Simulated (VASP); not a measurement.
Ge, 14 atoms in the cell. The cell holds a disordered packing, 14 atoms: a = 6.680 Å, b = 7.035 Å, c = 6.879 Å, α = 92.79°, β = 92.55°, γ = 89.61°. 

```yaml
Program: VASP 6.6.1
Task: single point
Functional: PBE
Potentials_or_basis: VASP PAW PBE potentials, release 64 (Ge_d)
Cutoff: 520 eV
k_mesh: 4 × 3 × 4
Occupations: fermi-dirac, width 0.1861 eV
Spin: no spin polarisation
Dipole_correction: no
Further_INCAR_settings: ALGO = Fast; EDIFF = 1e-06; NBANDS = 111
```

Potentials or basis: VASP PAW PBE potentials, release 64 (Ge_d).

Launch:

```console
$ cat potpaw_PBE.64/Ge_d/POTCAR > POTCAR
$ mpirun -np 1 vasp_std > vasp.out
```

Hardware: 1 thread of Oxide Virtual Turin-like Processor, with other jobs on the host.

Task: Estimate the wall time of this run.

Result: Wall time 46 min on 1 thread of Oxide Virtual Turin-like Processor, on a shared host, peak memory 0.72 GiB. Counts: scf iterations 14, k points 26.
